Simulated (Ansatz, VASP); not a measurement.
# Ir: VASP beside Ansatz

```
CELL_PARAMETERS angstrom
-1.53033 1.53033 1.53033
1.53033 -1.53033 1.53033
1.53033 1.53033 -1.53033
ATOMIC_POSITIONS crystal
Ir 0.00000 0.00000 0.00000
```

Alike in both runs: functional LDA; k mesh 20 × 20 × 20; occupations fermi-dirac, width 0.08 eV; no spin polarisation.

Ansatz relaxed the structure, and its values are those at the end. VASP's run is a single point on that final structure, the one shown.

|  | VASP | Ansatz |
| --- | --- | --- |
| version | VASP 6.6.1 | Ansatz 0.2.0 |
| potentials or method | VASP PAW LDA potentials, release 64 (Ir_sv_GW) | PAW with Ansatz's default frozen-core files, scalar-relativistic |
| plane-wave cutoff (eV) | 560 | 420 |
| valence electrons in the cell | 17 | 17 |

```tsv
	VASP	Ansatz	Ansatz less VASP
pressure (GPa)	-0.5	0.0	+0.51
```

LDA's correlation is that of Perdew and Zunger in VASP and of Perdew and Wang (1992) in Ansatz.

Neither program's run includes spin-orbit coupling.
